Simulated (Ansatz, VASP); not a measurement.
Pt: VASP beside Ansatz

```
CELL_PARAMETERS angstrom
2.75431 0.00000 0.00000
0.00000 2.75431 0.00000
0.00000 0.00000 29.66370
ATOMIC_POSITIONS crystal
Pt 0.00000 0.00000 0.37082
Pt 0.50000 0.50000 0.43466
Pt 0.00000 0.00000 0.50000
Pt 0.50000 0.50000 0.56534
Pt 0.00000 0.00000 0.62918
```

Alike in both runs: task single point; functional LDA; k mesh 13 × 13 × 1; occupations fermi-dirac, width 0.1 eV; no spin polarisation.

|  | VASP | Ansatz |
| --- | --- | --- |
| version | VASP 6.6.1 | Ansatz 0.2.0 |
| potentials or method | VASP PAW LDA potentials, release 64 (Pt) | PAW with Ansatz's default frozen-core files, scalar-relativistic |
| plane-wave cutoff (eV) | 520 | 420 |
| valence electrons in the cell | 50 | 90 |

|  | VASP | Ansatz | Ansatz less VASP |
| --- | --- | --- | --- |
| rms of the force components (eV/Å) | 0.017 | 0.001 | -0.0154 |

LDA's correlation is that of Perdew and Zunger in VASP and of Perdew and Wang (1992) in Ansatz. Atom by atom the forces differ by 0.017 eV/Å (rms over components). VASP's potentials hold 50 valence electrons a cell and Ansatz's 90, so a difference there can come from the potentials and not from the codes.

Spin-orbit coupling is off throughout.
